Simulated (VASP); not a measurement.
# CdSe (I-4m2) in VASP: notebook

CdSe is run at these levels: LDA; tasks: single point.

Program: VASP 6.6.1. These are calculated values, not measurements. Logs are shortened: lines on timing, memory, paths and dates and some standing lists are left out, and cuts for length are marked.

### 1 The cell of the first run

The structure is tetragonal, space group I-4m2 (No. 119). Conventional cell: a = 4.291 Å, b = 4.291 Å, c = 5.972 Å, α = 90.00°, β = 90.00°, γ = 90.00°. Within 3.4 Å of Cd (site symmetry -4m2) lie 4 Se at 2.61 Å. Within 3.4 Å of Se (site symmetry -4m2) lie 4 Cd at 2.61 Å.

### 2 Single point, LDA (in-plane strain +0.01)

INCAR reads:

```
PREC = Accurate
ENCUT = 520
EDIFF = 1E-6
ISMEAR = 0
SIGMA = 0.01
LREAL = False
LASPH = True
NELM = 80
ALGO = Normal
ISIF = 2
LWAVE = False
LCHARG = False
NBANDS = 16
```

KPOINTS reads:

```
Automatic mesh
0
Gamma
  6 6 6
```

POSCAR reads:

```
CdSe
1.0
    3.0340336132      3.0340336132      0.0000000000
   -3.0340336132      3.0340336132      0.0000000000
    0.0000000000      3.0340336132      2.9859697144
Cd Se
1 1
Direct
    0.0000000000      0.0000000000      0.0000000000
    0.7500000000      0.2500000000      0.5000000000
```

Potentials or basis: VASP PAW LDA potentials, release 64 (Cd, Se).

Command:

```console
> cat potpaw_LDA.64/Cd/POTCAR potpaw_LDA.64/Se/POTCAR > POTCAR
> mpirun -np 1 vasp_std > vasp.out
```

OUTCAR:

```text
PREC = Accurate
   ENCUT = 520
   EDIFF = 1E-6
   ISMEAR = 0
   LREAL = False
   LASPH = True
   NELM = 80
   ISIF = 2

 ion  position               nearest neighbor table
   1  0.000  0.000  0.000-   2 2.61   2 2.61   2 2.61   2 2.61
   2  0.750  0.250  0.500-   1 2.61   1 2.61   1 2.61   1 2.61

  LATTYP: Found a body centered tetragonal cell.
 ALAT       =     4.2907714845
 C/A-ratio  =     1.3918101792

  Lattice vectors:

 A1 = (   3.0340336132,   0.0000000000,  -2.9859697144)
 A2 = (  -3.0340336132,   0.0000000000,  -2.9859697144)
 A3 = (   0.0000000000,   3.0340336132,   2.9859697144)

Analysis of symmetry for initial positions (statically):
=====================================================================
 Subroutine PRICEL returns:
 Original cell was already a primitive cell.

 Routine SETGRP: Setting up the symmetry group for a
 body centered tetragonal supercell.

 Subroutine GETGRP returns: Found  8 space group operations
 (whereof  8 operations were pure point group operations)
 out of a pool of 16 trial point group operations.

The static configuration has the point symmetry D_2d.

Analysis of symmetry for dynamics (positions and initial velocities):
=====================================================================
 Subroutine PRICEL returns:
 Original cell was already a primitive cell.

 Routine SETGRP: Setting up the symmetry group for a
 body centered tetragonal supercell.

 Subroutine GETGRP returns: Found  8 space group operations
 (whereof  8 operations were pure point group operations)
 out of a pool of 16 trial point group operations.

The dynamic configuration has the point symmetry D_2d.

 Subroutine INISYM returns: Found  8 space group operations
 (whereof  8 operations are pure point group operations),
 and found     1 'primitive' translations

----------------------------------------------------------------------------------------

                                     Primitive cell

  volume of cell :      54.9739

  direct lattice vectors                    reciprocal lattice vectors
     3.034033613  3.034033613  0.000000000     0.164797120  0.164797120 -0.167449789
    -3.034033613  3.034033613  0.000000000    -0.164797120  0.164797120 -0.167449789
     0.000000000  3.034033613  2.985969714     0.000000000  0.000000000  0.334899579

  length of vectors
     4.290771484  4.290771484  4.256920847     0.286976677  0.286976677  0.334899579

  position of ions in fractional coordinates (direct lattice)
     0.000000000  0.000000000  0.000000000
     0.750000000  0.250000000  0.500000000

  ion indices of the primitive-cell ions
   primitive index   ion index
                 1           1
                 2           2

----------------------------------------------------------------------------------------

 KPOINTS: Automatic mesh

Automatic generation of k-mesh.
 Grid dimensions read from file:
 generate k-points for:    6    6    6

 Generating k-lattice:

  Cartesian coordinates                     Fractional coordinates (reciprocal lattice)
     0.027466187  0.027466187 -0.027908298     0.166666667  0.000000000 -0.000000000
    -0.027466187  0.027466187 -0.027908298     0.000000000  0.166666667 -0.000000000
     0.000000000  0.000000000  0.055816596     0.000000000  0.000000000  0.166666667

  Length of vectors
     0.047829446  0.047829446  0.055816596

  Shift w.r.t. Gamma in fractional coordinates (k-lattice)
     0.000000000  0.000000000  0.000000000

 Subroutine IBZKPT returns following result:
 ===========================================

 Found     30 irreducible k-points:

 Following reciprocal coordinates:
            Coordinates               Weight
  0.000000  0.000000  0.000000      1.000000
  0.166667  0.000000  0.000000      8.000000
  0.333333  0.000000  0.000000      8.000000
  0.500000  0.000000  0.000000      4.000000
  0.166667  0.166667  0.000000      8.000000
  0.333333  0.166667  0.000000     16.000000
[... 16 lines left out ...]
 -0.333333 -0.333333  0.166667      4.000000
 -0.166667 -0.333333  0.166667     16.000000
 [... further k-points ...]
   k-points           NKPTS =     30   k-points in BZ     NKDIM =     30   number of bands    NBANDS=     16
   number of dos      NEDOS =    301   number of ions     NIONS =      2
   total plane-waves  NPLWV =  32768
   dimension x,y,z NGX =    32 NGY =   32 NGZ =   32
   dimension x,y,z NGXF=    64 NGYF=   64 NGZF=   64
   ions per type =               1   1
   NGX,Y,Z   is equivalent  to a cutoff of  12.40, 12.40, 12.50 a.u.
   NGXF,Y,Z  is equivalent  to a cutoff of  24.80, 24.80, 24.99 a.u.
 SYSTEM =  unknown system
   PREC   = accura    normal or accurate (medium, high low for compatibility)
   ISTART =      0    job   : 0-new  1-cont  2-samecut
   ICHARG =      2    charge: 1-file 2-atom 10-const
   ISPIN  =      1    spin polarized calculation?
   LNONCOLLINEAR =      F non collinear calculations
   LSORBIT =      F    spin-orbit coupling
   LASPH  =      T    aspherical Exc in radial PAW
   ENCUT  =  520.0 eV  38.22 Ry    6.18 a.u.   7.98  7.98  7.92*2*pi/ulx,y,z
   NELM   =     80;   NELMIN=  2; NELMDL= -5     # of ELM steps
   EDIFF  = 0.1E-05   stopping-criterion for ELM
   LREAL  =      F    real-space projection
[... 7 lines left out ...]
   TEBEG  =    0.0;   TEEND  =   0.0 temperature during run
   PSTRESS=    0.0 pullay stress
   NELECT =      18.0000    total number of electrons
   NUPDOWN=      -1.0000    fix difference up-down
   EMIN   =  10.00;   EMAX   =-10.00  energy-range for DOS
   EFERMI =   0.00;   METHOD = LEGACY
   ISMEAR =     0;   SIGMA  =   0.01  broadening in eV -4-tet -1-fermi 0-gaus
   EFERMI_NEDOS =   21; number of points for ismear=-14 and -15
   IALGO  =     38    algorithm
   IMIX   =      4    mixing-type and parameters
     AMIX     =   0.40;   BMIX     =  1.00
     AMIX_MAG =   1.60;   BMIX_MAG =  1.00
  volume/ion in A,a.u.               =      27.49       185.49
  Fermi-wavevector in a.u.,A,eV,Ry     =   1.128358  2.132288 17.322828  1.273192
  Thomas-Fermi vector in A             =   2.265048
   LORBIT       =      0    0 simple, 1 ext, 2 COOP (PROOUT), +10 PAW based schemes
   GGA     = CA    functional components
   LHFCALC =     F    Hartree Fock is set to
   AEXX    =    0.0000 exact exchange contribution
   IVDW    =     0    specifies the selected vdW correction
   LEPSILON=     F    determine dielectric tensor
   LRPA    =     F    only Hartree local field effects (RPA)
 non-spin polarized calculation
 Gauss-broadening in eV      SIGMA  =   0.01
  energy-cutoff  :      520.00
  volume of cell :       54.97
 maximum number of plane-waves:      1502
   NGX = 15   NGY = 15   NGZ = 15

 number of electron      17.9999996 magnetization

 Free energy of the ion-electron system (eV)
  ---------------------------------------------------
  ext. energy  EPLUGINS =         0.00000000
  ---------------------------------------------------
  free energy    TOTEN  =        -6.75623739 eV

  energy without entropy =       -6.75623739  energy(sigma->0) =       -6.75623739

 E-fermi :   1.1145     XC(G=0):  -9.3917

 val. band max:        1.0402693458   @ k =   0.0000   0.0000   0.0000
 cond. band min:       1.4130723977   @ k =   0.0000   0.0000   0.0000
 fundamental gap:      0.3728030519
 Fermi energy:         1.1145415075

 k-point     1 :       0.0000    0.0000    0.0000
  band No.  band energies     occupation
      1     -11.7712      2.00000
      2      -7.0340      2.00000
      3      -7.0340      2.00000
      4      -7.0271      2.00000
      5      -6.6305      2.00000
      6      -6.6246      2.00000
[... 8 lines left out ...]
     15      12.0257      0.00000
     16      12.2608      0.00000

 k-point     2 :       0.1667    0.0000    0.0000
  band No.  band energies     occupation
      1     -11.6725      2.00000
      2      -7.0032      2.00000
      3      -6.9984      2.00000
      4      -6.9435      2.00000
      5      -6.6308      2.00000
      6      -6.6267      2.00000
[... 8 lines left out ...]
     15      11.1084      0.00000
     16      11.3679      0.00000

 k-point     3 :       0.3333    0.0000    0.0000
  band No.  band energies     occupation
      1     -11.4713      2.00000
      2      -6.9528      2.00000
      3      -6.9459      2.00000
      4      -6.6315      2.00000
      5      -6.6166      2.00000
      6      -6.6142      2.00000
[... 8 lines left out ...]
     15      11.5265      0.00000
     16      11.5268      0.00000

 k-point     4 :       0.5000    0.0000    0.0000
  band No.  band energies     occupation
      1     -11.3697      2.00000
      2      -6.9352      2.00000
      3      -6.9268      2.00000
      4      -6.6047      2.00000
      5      -6.6000      2.00000
      6      -6.3176      2.00000
[... 8 lines left out ...]
     15      13.0880      0.00000
     16      13.1992      0.00000

 k-point     5 :       0.1667    0.1667    0.0000
  band No.  band energies     occupation
      1     -11.5390      2.00000
      2      -6.9635      2.00000
      3      -6.9461      2.00000
      4      -6.8003      2.00000
      5      -6.6434      2.00000
      6      -6.5991      2.00000
[... 8 lines left out ...]
     15      11.5891      0.00000
     16      12.8570      0.00000

 k-point     6 :       0.3333    0.1667    0.0000
  band No.  band energies     occupation
      1     -11.3724      2.00000
      2      -6.9158      2.00000
      3      -6.9029      2.00000
      4      -6.6350      2.00000
      5      -6.6280      2.00000
      6      -6.3939      2.00000
[... 8 lines left out ...]
     15      11.9003      0.00000
     16      13.0731      0.00000
[... 267 lines left out ...]
 k-point    21 :       0.5000    0.5000    0.1667
  band No.  band energies     occupation
      1     -11.2469      2.00000
      2      -6.8401      2.00000
      3      -6.8014      2.00000
      4      -6.6995      2.00000
      5      -6.5976      2.00000
      6      -6.1493      2.00000
[... 8 lines left out ...]
     15      13.7975      0.00000
     16      13.8694      0.00000

 k-point    22 :      -0.1667    0.5000    0.1667
  band No.  band energies     occupation
      1     -11.3425      2.00000
      2      -6.8793      2.00000
      3      -6.8634      2.00000
      4      -6.7033      2.00000
      5      -6.6000      2.00000
      6      -6.3900      2.00000
[... 8 lines left out ...]
     15      13.0022      0.00000
     16      14.0862      0.00000

 k-point    23 :      -0.3333   -0.3333    0.1667
  band No.  band energies     occupation
      1     -11.2449      2.00000
      2      -6.8322      2.00000
      3      -6.8145      2.00000
      4      -6.6933      2.00000
      5      -6.6009      2.00000
      6      -6.1474      2.00000
[... 8 lines left out ...]
     15      13.7482      0.00000
     16      14.1597      0.00000

 k-point    24 :      -0.1667   -0.3333    0.1667
  band No.  band energies     occupation
      1     -11.2751      2.00000
      2      -6.8699      2.00000
      3      -6.8379      2.00000
      4      -6.6650      2.00000
      5      -6.6171      2.00000
      6      -6.1693      2.00000
[... 8 lines left out ...]
     15      12.8424      0.00000
     16      14.1500      0.00000

 [... further k-points ...]
[... 5 lines left out ...]
  --------------------------------------------------------------------------------------
  -------------------------------------------------------------------------------------
  Total       -0.1428502     -0.1428502     -0.0424141      0.0000000      0.0000000     -0.0000000
  in kB       -4.1632776     -4.1632776     -1.2361324      0.0000000      0.0000000     -0.0000000
  external PRESSURE =      -3.1875625 kB  Pullay stress =       0.0000000 kB

 VOLUME and BASIS-vectors are now :
 -----------------------------------------------------------------------------
  energy-cutoff  :      520.00
  volume of cell :       54.97
      direct lattice vectors                 reciprocal lattice vectors
     3.034033613  3.034033613  0.000000000     0.164797120  0.164797120 -0.167449789
    -3.034033613  3.034033613  0.000000000    -0.164797120  0.164797120 -0.167449789
     0.000000000  3.034033613  2.985969714     0.000000000  0.000000000  0.334899579

 POSITION                                       TOTAL-FORCE (eV/Angst)
 -----------------------------------------------------------------------------------
      0.00000      0.00000      0.00000        -0.000000      0.000000      0.000000
      1.51702      4.55105      1.49298         0.000000     -0.000000      0.000000
 -----------------------------------------------------------------------------------
    total drift:                                0.000000     -0.000000      0.000000

  FREE ENERGIE OF THE ION-ELECTRON SYSTEM (eV)
  ---------------------------------------------------
  free  energy   TOTEN  =        -6.7562373933 eV

  energy  without entropy=       -6.7562373933  energy(sigma->0) =       -6.75623739
```

It took 36 s on 1 thread of AMD EPYC 7R13, shared host; peak memory 0.14 GiB.

What came out:

* Free energy: -6.7562 eV
* Pressure: -0.3 GPa
* Band gap on the k mesh: 0.37 eV, direct

Caveat: the cell differs from its parent crystal (in-plane strain +0.01).

### 3 Single point, LDA (film at in-plane strain +0.01)

INCAR reads:

```
SYSTEM = CdSe
ALGO = Normal
EDIFF = 1E-6
ENCUT = 520
GGA = CA
ISIF = 2
ISMEAR = 0
LASPH = .True.
LCHARG = .False.
LREAL = .False.
LWAVE = .False.
NBANDS = 16
NELM = 100
PREC = Accurate
SIGMA = 0.01
```

KPOINTS reads:

```
k-points
0
Gamma
  6 6 6
  0 0 0
```

POSCAR, as its differences from that of step 2:

```diff
@@ -4,3 +4,3 @@
    -3.0340336132      3.0340336132      0.0000000000
-    0.0000000000      3.0340336132      2.9859697144
+    0.0000000000      3.0340336132      2.9595455835
 Cd Se
```

Potentials or basis: VASP PAW LDA potentials, release 64 (Cd, Se).

Command:

```console
> cat potpaw_LDA.64/Cd/POTCAR potpaw_LDA.64/Se/POTCAR > POTCAR
> mpirun -np 1 vasp_std > vasp.out
```

It took 36 s on 1 thread of AMD EPYC 7R13, shared host; peak memory 0.14 GiB.

The run converged. Its results:

```
Free energy            : -6.7557 eV
Pressure               : 0.2 GPa
Band gap on the k mesh : 0.37 eV, direct
```

Stress tensor (GPa, compression positive):
```
0.04 0.00 0.00
0.00 0.04 0.00
0.00 0.00 0.47
```

Levels at points of the mesh, in eV from the valence-band top:
```
           k point  band 5  band 6  band 7  band 8  band 9  band 10  band 11  band 12  band 13  band 14
(0.00, 0.00, 0.00)   -7.71   -7.70   -0.08   -0.08    0.00     0.37     5.74     5.75     5.75     9.57
(0.50, 0.00, 0.00)   -7.68   -7.39   -4.72   -0.92   -0.81     2.17     6.18     6.37     7.23     9.82
(0.50, 0.50, 0.00)   -7.65   -7.34   -4.41   -2.03   -1.99     2.85     3.66     8.90    10.01    10.31
(0.00, 0.00, 0.50)   -7.64   -7.30   -4.27   -2.12   -2.12     2.77     3.44     9.14    10.14    10.14
```

Caveat: the cell differs from its parent crystal (film at in-plane strain +0.01).
